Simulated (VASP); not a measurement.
# Rb3NaO2 (P1) in VASP: relaxation of cell and atoms with PBE

Aim: the relaxation of cell and atoms of Rb3NaO2 with PBE.

Everything below comes from runs of VASP 6.6.1. Logs are shortened: lines on timing, memory, paths and dates and some standing lists are left out, and cuts for length are marked.

## Step 1: The cell of the first run

The typed cell holds 6 atoms: a = 4.808 Å, b = 6.395 Å, c = 6.681 Å, α = 79.90°, β = 89.06°, γ = 76.18°.

The cell was generated, and may not be a known phase.

## Step 2: Relaxation of cell and atoms, PBE

Input file INCAR:

```
PREC = Accurate
ENCUT = 600
EDIFF = 1E-6
ISMEAR = 0
SIGMA = 0.15
LREAL = False
LASPH = True
NELM = 100
ALGO = Normal
ISIF = 3
LWAVE = False
LCHARG = False
GGA = PE
IBRION = 2
NSW = 36
EDIFFG = -0.08
```

Input file KPOINTS:

```
regular mesh
0
Gamma
  3 2 2
```

Input file POSCAR:

```
Rb3NaO2
1.0
    4.8083763900      0.0000000000      0.0000000000
    1.5275636700      6.2097571800      0.0000000000
    0.1098735500      1.1796584500      6.5751617700
Rb Na O
3 1 2
Direct
    0.9813866200      0.5988414700      0.5361354900
    0.3857268500      0.8883201000      0.6101530600
    0.7738749500      0.3789788600      0.0372346600
    0.1763688100      0.6235752700      0.9558701800
    0.8110500500      0.8628368000      0.1158411100
    0.8244549000      0.1451509500      0.7192673000
```

Potentials or basis: VASP PAW PBE potentials, release 64 (Rb_sv, Na_pv, O).

Run with:

```console
> cat potpaw_PBE.64/Rb_sv/POTCAR potpaw_PBE.64/Na_pv/POTCAR potpaw_PBE.64/O/POTCAR > POTCAR
> mpirun -np 1 vasp_std > vasp.out
```

OUTCAR:

```text
PREC = Accurate
   ENCUT = 600
   EDIFF = 1E-6
   ISMEAR = 0
   LREAL = False
   LASPH = True
   NELM = 100
   ISIF = 3
   GGA = PE
   IBRION = 2
   NSW = 36
   EDIFFG = -0.08

 ion  position               nearest neighbor table
   1  0.981  0.599  0.536-   4 3.01   5 3.03   2 3.09   2 3.10   6 3.20   3 3.62   6 3.81   4 3.96
                             3 4.06   2 4.44   3 4.89   3 5.13   3 5.38
   2  0.386  0.888  0.610-   4 2.93   6 2.96   1 3.09   1 3.10   6 3.13   5 3.86   3 4.03   1 4.44
                             3 4.99   3 5.01   3 5.13   3 5.25   3 5.33   3 5.48
   3  0.774  0.379  0.037-   4 2.76   6 2.78   4 2.93   5 3.21   5 3.27   1 3.62   2 4.03   1 4.06
                             1 4.89   2 4.99   2 5.01   1 5.13   2 5.13   2 5.25   2 5.33   1 5.38
   4  0.176  0.624  0.956-   3 2.76   2 2.93   3 2.93   1 3.01   1 3.96
   5  0.811  0.863  0.116-   1 3.03   3 3.21   3 3.27   2 3.86
   6  0.824  0.145  0.719-   3 2.78   2 2.96   2 3.13   1 3.20   1 3.81

  LATTYP: Found a triclinic cell.
 ALAT       =     6.3948835017
 B/A-ratio  =     1.5677904740
 C/A-ratio  =     2.8517143664
 COS(alpha) =     0.0021311421
 COS(beta)  =     0.6358086545
 COS(gamma) =     0.7547137797

  Lattice vectors:

 A1 = (   1.5275636700,   6.2097571800,   0.0000000000)
 A2 = (   1.6374372200,   7.3894156300,   6.5751617700)
 A3 = (   7.6437566300,  10.0601974600, -13.1503235400)

Analysis of symmetry for initial positions (statically):
=====================================================================
 Subroutine PRICEL returns:
 Original cell was already a primitive cell.

 Routine SETGRP: Setting up the symmetry group for a
 triclinic supercell.

 Subroutine GETGRP returns: Found  1 space group operations
 (whereof  1 operations were pure point group operations)
 out of a pool of  2 trial point group operations.

The static configuration has the point symmetry C_1 .

Analysis of symmetry for dynamics (positions and initial velocities):
=====================================================================
 Subroutine PRICEL returns:
 Original cell was already a primitive cell.

 Routine SETGRP: Setting up the symmetry group for a
 triclinic supercell.

 Subroutine GETGRP returns: Found  1 space group operations
 (whereof  1 operations were pure point group operations)
 out of a pool of  2 trial point group operations.

The dynamic configuration has the point symmetry C_1 .

 Subroutine INISYM returns: Found  1 space group operations
 (whereof  1 operations are pure point group operations),
 and found     1 'primitive' translations

----------------------------------------------------------------------------------------

                                     Primitive cell

  volume of cell :     196.3268

  direct lattice vectors                    reciprocal lattice vectors
     4.808376390  0.000000000  0.000000000     0.207970408 -0.051159495  0.005703325
     1.527563670  6.209757180  0.000000000     0.000000000  0.161036893 -0.028891841
     0.109873550  1.179658450  6.575161770     0.000000000  0.000000000  0.152087513

  length of vectors
     4.808376390  6.394883502  6.681049211     0.214246383  0.163608127  0.152087513

  position of ions in fractional coordinates (direct lattice)
     0.981386620  0.598841470  0.536135490
     0.385726850  0.888320100  0.610153060
     0.773874950  0.378978860  0.037234660
     0.176368810  0.623575270  0.955870180
     0.811050050  0.862836800  0.115841110
     0.824454900  0.145150950  0.719267300

  ion indices of the primitive-cell ions
   primitive index   ion index
                 1           1
                 2           2
                 3           3
                 4           4
                 5           5
                 6           6

----------------------------------------------------------------------------------------

 KPOINTS: regular mesh

Automatic generation of k-mesh.
 Grid dimensions read from file:
 generate k-points for:    3    2    2

 Generating k-lattice:

  Cartesian coordinates                     Fractional coordinates (reciprocal lattice)
     0.069323469 -0.017053165  0.001901108     0.333333333 -0.000000000 -0.000000000
     0.000000000  0.080518446 -0.014445921     0.000000000  0.500000000  0.000000000
     0.000000000  0.000000000  0.076043756     0.000000000  0.000000000  0.500000000

  Length of vectors
     0.071415461  0.081804064  0.076043756

  Shift w.r.t. Gamma in fractional coordinates (k-lattice)
     0.000000000  0.000000000  0.000000000

 Subroutine IBZKPT returns following result:
 ===========================================

 Found      8 irreducible k-points:

 Following reciprocal coordinates:
            Coordinates               Weight
  0.000000  0.000000  0.000000      1.000000
  0.333333 -0.000000 -0.000000      2.000000
  0.000000  0.500000  0.000000      1.000000
  0.333333  0.500000  0.000000      2.000000
  0.000000  0.000000  0.500000      1.000000
  0.333333 -0.000000  0.500000      2.000000
  0.000000  0.500000  0.500000      1.000000
  0.333333  0.500000  0.500000      2.000000
   k-points           NKPTS =      8   k-points in BZ     NKDIM =      8   number of bands    NBANDS=     27
   number of dos      NEDOS =    301   number of ions     NIONS =      6
   total plane-waves  NPLWV = 116640
   dimension x,y,z NGX =    40 NGY =   54 NGZ =   54
   dimension x,y,z NGXF=    80 NGYF=  108 NGZF=  108
   ions per type =               3   1   2
   NGX,Y,Z   is equivalent  to a cutoff of  13.83, 14.04, 13.44 a.u.
   NGXF,Y,Z  is equivalent  to a cutoff of  27.66, 28.08, 26.87 a.u.
 SYSTEM =  unknown system
   PREC   = accura    normal or accurate (medium, high low for compatibility)
   ISTART =      0    job   : 0-new  1-cont  2-samecut
   ICHARG =      2    charge: 1-file 2-atom 10-const
   ISPIN  =      1    spin polarized calculation?
   LNONCOLLINEAR =      F non collinear calculations
   LSORBIT =      F    spin-orbit coupling
   LASPH  =      T    aspherical Exc in radial PAW
   ENCUT  =  600.0 eV  44.10 Ry    6.64 a.u.   9.60 12.77 13.34*2*pi/ulx,y,z
   NELM   =    100;   NELMIN=  2; NELMDL= -5     # of ELM steps
   EDIFF  = 0.1E-05   stopping-criterion for ELM
   LREAL  =      F    real-space projection
   EDIFFG = -.8E-01   stopping-criterion for IOM
   NSW    =     36    number of steps for IOM
   IBRION =      2    ionic relax: 0-MD 1-quasi-New 2-CG
   NFREE  =      1    steps in history (QN), initial steepest desc. (CG)
   ISIF   =      3    stress and relaxation
   ISYM   =      2    0-nonsym 1-usesym 2-fastsym
   POTIM  = 0.5000    time-step for ionic-motion
   TEBEG  =    0.0;   TEEND  =   0.0 temperature during run
   PSTRESS=    0.0 pullay stress
   NELECT =      46.0000    total number of electrons
   NUPDOWN=      -1.0000    fix difference up-down
   EMIN   =  10.00;   EMAX   =-10.00  energy-range for DOS
   EFERMI =   0.00;   METHOD = LEGACY
   ISMEAR =     0;   SIGMA  =   0.15  broadening in eV -4-tet -1-fermi 0-gaus
   EFERMI_NEDOS =   21; number of points for ismear=-14 and -15
   IALGO  =     38    algorithm
   IMIX   =      4    mixing-type and parameters
     AMIX     =   0.40;   BMIX     =  1.00
     AMIX_MAG =   1.60;   BMIX_MAG =  1.00
  volume/ion in A,a.u.               =      32.72       220.81
  Fermi-wavevector in a.u.,A,eV,Ry     =   1.009255  1.907216 13.858837  1.018596
  Thomas-Fermi vector in A             =   2.142172
   LORBIT       =      0    0 simple, 1 ext, 2 COOP (PROOUT), +10 PAW based schemes
   GGA     = PE    functional components
   LHFCALC =     F    Hartree Fock is set to
   AEXX    =    0.0000 exact exchange contribution
   IVDW    =     0    specifies the selected vdW correction
   LEPSILON=     F    determine dielectric tensor
   LRPA    =     F    only Hartree local field effects (RPA)
 conjugate gradient relaxation of ions
 non-spin polarized calculation
 Gauss-broadening in eV      SIGMA  =   0.15
  energy-cutoff  :      600.00
  volume of cell :      196.33
 maximum number of plane-waves:      6580
 NGX is ok and might be reduce to    40
   NGX = 19   NGY = 25   NGZ = 27

--------------------------------------- Ionic step        1  -------------------------------------------

 number of electron      46.0000001 magnetization

 Free energy of the ion-electron system (eV)
  ---------------------------------------------------
  ext. energy  EPLUGINS =         0.00000000
  ---------------------------------------------------
  free energy    TOTEN  =       -14.08924559 eV

  energy without entropy =      -14.04859783  energy(sigma->0) =      -14.06892171

------------------------ aborting loop because EDIFF is reached ----------------------------------------

  FORCE on cell =-STRESS in cart. coord.  units (eV):
  Direction    XX          YY          ZZ          XY          YZ          ZX
  --------------------------------------------------------------------------------------
  -------------------------------------------------------------------------------------
  Total        4.0941781     -7.3687416      0.6949516      1.2627294     -2.8606188     -0.5132184
  in kB       33.4116404    -60.1345957      5.6713391     10.3048428    -23.3448481     -4.1882569
  external PRESSURE =      -7.0172054 kB  Pullay stress =       0.0000000 kB
[... 101 lines left out ...]
  FREE ENERGIE OF THE ION-ELECTRON SYSTEM (eV)
  ---------------------------------------------------
  free  energy   TOTEN  =       -16.9520955216 eV

  energy  without entropy=      -16.9216200813  energy(sigma->0) =      -16.93685780

 E-fermi :  -0.0340     XC(G=0):  -6.6451

 val. band max:       -0.2310676699   @ k =   0.0000   0.5000   0.5000
 cond. band min:       0.0559177730   @ k =   0.0000   0.0000   0.0000
 fundamental gap:      0.2869854429
 Fermi energy:        -0.0340485058

 k-point     1 :       0.0000    0.0000    0.0000
  band No.  band energies     occupation
      1     -27.1823      2.00000
      2     -27.0517      2.00000
      3     -27.0500      2.00000
      4     -23.8881      2.00000
      5     -23.8139      2.00000
      6     -23.7043      2.00000
[... 229 lines left out ...]
     26       3.0966      0.00000
     27       3.3379      0.00000

[... ionic steps 4 to 29 ...]

--------------------------------------- Ionic step       30  -------------------------------------------

 number of electron      46.0000001 magnetization

------------------------ aborting loop because EDIFF is reached ----------------------------------------

  FORCE on cell =-STRESS in cart. coord.  units (eV):
  Direction    XX          YY          ZZ          XY          YZ          ZX
  --------------------------------------------------------------------------------------
  -------------------------------------------------------------------------------------
  Total        0.0155608      0.1026741     -0.1844603      0.0447290      0.0293930      0.0711180
  in kB        0.1421328      0.9378260     -1.6848622      0.4085547      0.2684760      0.6495923
  external PRESSURE =      -0.2016345 kB  Pullay stress =       0.0000000 kB
[... 65 lines left out ...]
  energy  without entropy=      -19.5541819249  energy(sigma->0) =      -19.55667394

--------------------------------------- Ionic step       32  -------------------------------------------

 number of electron      46.0000001 magnetization

 Free energy of the ion-electron system (eV)
  ---------------------------------------------------
  ext. energy  EPLUGINS =         0.00000000
  ---------------------------------------------------
  free energy    TOTEN  =       -19.56545992 eV

  energy without entropy =      -19.55954564  energy(sigma->0) =      -19.56250278

 E-fermi :   0.5246     XC(G=0):  -7.3515

 val. band max:        0.2768237214   @ k =   0.3333  -0.0000   0.5000
 cond. band min:       0.6814632225   @ k =   0.0000   0.0000   0.0000
 fundamental gap:      0.4046395010
 Fermi energy:         0.5246314339

 k-point     1 :       0.0000    0.0000    0.0000
  band No.  band energies     occupation
      1     -26.6330      2.00000
      2     -26.1712      2.00000
      3     -26.0830      2.00000
      4     -22.0925      2.00000
      5     -21.9195      2.00000
      6     -21.8411      2.00000
[... 262 lines left out ...]
  FREE ENERGIE OF THE ION-ELECTRON SYSTEM (eV)
  ---------------------------------------------------
  free  energy   TOTEN  =       -19.5654599248 eV

  energy  without entropy=      -19.5595456379  energy(sigma->0) =      -19.56250278

 reached required accuracy - stopping structural energy minimisation
```

Wall time 25 min (1 thread of Oxide Virtual Turin-like, shared host); peak memory 0.34 GiB.

What came out:

| Quantity | Value |
| --- | --- |
| Free energy | -19.5655 eV |
| Relaxed volume | 29.24 Å³/atom |
| Relaxed cell | a = 4.343 Å, b = 6.588 Å, c = 6.720 Å, α = 73.70°, β = 107.30°, γ = 89.91° |
| Space group after relaxing (to 0.1 Å) | P1 (No. 1) |
| Energy gained by relaxing | 912.7 meV/atom |
| Ionic steps | 32 |
| Pressure after relaxing | 0.0 GPa |
| Largest force after relaxing | 0.055 eV/Å |
| Band gap on the k mesh | 0.40 eV (least direct gap 0.46 eV) |

Forces in eV/Å, atoms in the order of the input:
```
Rb   0.009  0.021  0.030
Rb   0.005  0.004 -0.021
Rb  -0.001  0.004  0.020
Na   0.039  0.008 -0.019
O   -0.042 -0.011 -0.034
O   -0.010 -0.027  0.023
```

The path:
| step | energy change (eV) | largest force (eV/Å) | pressure (GPa) | volume (Å³) |
| --- | --- | --- | --- | --- |
| 1 | 0.0000 | 2.4744 | -0.70 | 196.33 |
| 2 | -1.5311 | 1.7326 | -0.76 | 191.71 |
| 3 | -2.8628 | 2.5492 | 1.68 | 178.79 |
| 4 | -3.3877 | 0.8678 | -0.62 | 187.40 |
| 5 | -3.3896 | 0.8062 | -0.54 | 186.77 |
| 6 | -3.5683 | 0.7217 | -0.29 | 184.73 |
| 7 | -3.7346 | 0.6992 | 0.78 | 179.25 |
| 8 | -3.9320 | 0.4991 | 0.39 | 185.08 |
| 9 | -4.0299 | 0.6825 | 0.20 | 193.15 |
| 10 | -4.1996 | 0.6681 | -0.45 | 199.66 |
| 11 | -4.3914 | 0.6591 | -1.42 | 213.21 |
| 12 | -4.6550 | 0.5768 | -0.65 | 202.55 |
| 13 | -4.7099 | 0.6986 | 0.14 | 195.63 |
| 14 | -4.7910 | 0.5886 | 0.10 | 193.43 |
| 15 | -4.7976 | 0.7649 | 0.14 | 192.54 |
| 16 | -4.8983 | 0.3800 | -0.37 | 192.65 |
| 17 | -4.9210 | 0.5272 | -0.70 | 192.68 |
| 18 | -5.0194 | 0.5309 | -0.48 | 187.02 |
| 19 | -5.1910 | 0.7609 | 0.82 | 169.99 |
| 20 | -5.2838 | 0.5382 | 0.60 | 169.76 |
| 21 | -5.2864 | 0.5235 | 0.60 | 169.68 |
| 22 | -5.3688 | 0.2982 | -0.14 | 173.60 |
| 23 | -5.3861 | 0.2265 | -0.54 | 176.50 |
| 24 | -5.4111 | 0.1453 | -0.14 | 173.22 |
| 25 | -5.4164 | 0.1802 | 0.17 | 171.15 |
| 26 | -5.4278 | 0.1204 | 0.15 | 171.60 |
| 27 | -5.4388 | 0.1960 | 0.10 | 172.89 |
| 28 | -5.4460 | 0.1812 | 0.03 | 173.87 |
| 29 | -5.4549 | 0.1691 | -0.24 | 176.79 |
| 30 | -5.4660 | 0.1217 | -0.02 | 175.41 |
| 31 | -5.4699 | 0.1162 | 0.23 | 173.91 |
| 32 | -5.4762 | 0.0550 | 0.05 | 175.43 |

Final structure:
```xyz
6
Lattice="4.2503 -0.6381 -0.6227 0.9878 6.5133 -0.0074 -0.8054 2.0369 6.3534" Properties=species:S:1:pos:R:3 pbc="T T T"
Rb    4.1018    4.0295    2.5409
Rb    2.5318    7.4501    3.7640
Rb    3.0676    1.4195   -0.3235
Na    1.4611    5.2221   -0.0479
O     3.5199    4.1651   -0.0682
O    -0.2670    2.6327    4.8150
```

Caveat: the k points lie up to 0.51 Å⁻¹ apart in the final cell; semilocal functionals underestimate gaps, and a narrow one can read as zero; the relaxation stopped at a loose force limit of 0.08 eV/Å, so its end isn't a converged minimum. A k mesh can miss the band edges.
